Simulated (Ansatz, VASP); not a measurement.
**TiCl4 in VASP and in Ansatz**

```
CELL_PARAMETERS angstrom
15.00000 0.00000 0.00000
0.00000 15.50000 0.00000
0.00000 0.00000 16.00000
ATOMIC_POSITIONS crystal
Cl 0.50096 0.49842 0.36467
Cl 0.63577 0.49996 0.54597
Cl 0.43215 0.61487 0.54343
Cl 0.43112 0.38675 0.54593
Ti 0.50000 0.50000 0.50000
```

Alike in both runs: functional PBEsol; k mesh 1 × 1 × 1; occupations gaussian, width 0.005 eV; no spin polarisation.

Ansatz relaxed the structure, and its values are those at the end. VASP's run is a single point on that final structure, the one shown.

```csv
,VASP,Ansatz
version,VASP 6.6.1,Ansatz 0.2.0
potentials or method,"VASP PAW PBE potentials, release 64 (Cl, Ti_sv), cutoff 400 eV","scalar-relativistic, plane waves, PAW"
valence electrons in the cell,40,40
```

```csv
,VASP,Ansatz,Ansatz less VASP
gap on the k mesh at the Fermi level (eV),3.73,3.73,+0.002
```

VASP's potentials were made for PBE, not for PBEsol.
